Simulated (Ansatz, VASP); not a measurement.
In4Sb in VASP and in Ansatz

```
CELL_PARAMETERS angstrom
5.58134 0.00000 0.00000
0.00000 5.58134 0.00000
0.00000 0.00000 5.58134
ATOMIC_POSITIONS crystal
In 0.00000 0.50000 0.50000
In 0.50000 0.00000 0.50000
In 0.50000 0.50000 0.00000
In 0.50000 0.50000 0.50000
Sb 0.00000 0.00000 0.00000
```

Alike in both runs: functional PBE; k mesh 8 × 8 × 8; occupations gaussian, width 0.1 eV; no spin polarisation.

Ansatz relaxed the structure, and its values are those at the end. VASP's run is a single point on that final structure, the one shown.

|  | VASP | Ansatz |
| --- | --- | --- |
| version | VASP 6.6.1 | Ansatz 0.2.0 |
| potentials or method | VASP PAW PBE potentials, release 64 (In_d, Sb), cutoff 520 eV | scalar-relativistic, plane waves, PAW |
| valence electrons in the cell | 57 | 67 |

|  | VASP | Ansatz | Ansatz less VASP |
| --- | --- | --- | --- |
| gap on the k mesh at the Fermi level (eV) | none | none | - |
| pressure (GPa) | 0.0 | 0.0 | +0.01 |

A gap of «none» marks a metal or a gap that the smearing closes. The functional is the same, so the differences come from potentials, cutoffs and numerics. VASP's potentials hold 57 valence electrons a cell and Ansatz's 67, so a difference there can come from the potentials and not from the codes.

Neither program's run includes spin-orbit coupling.
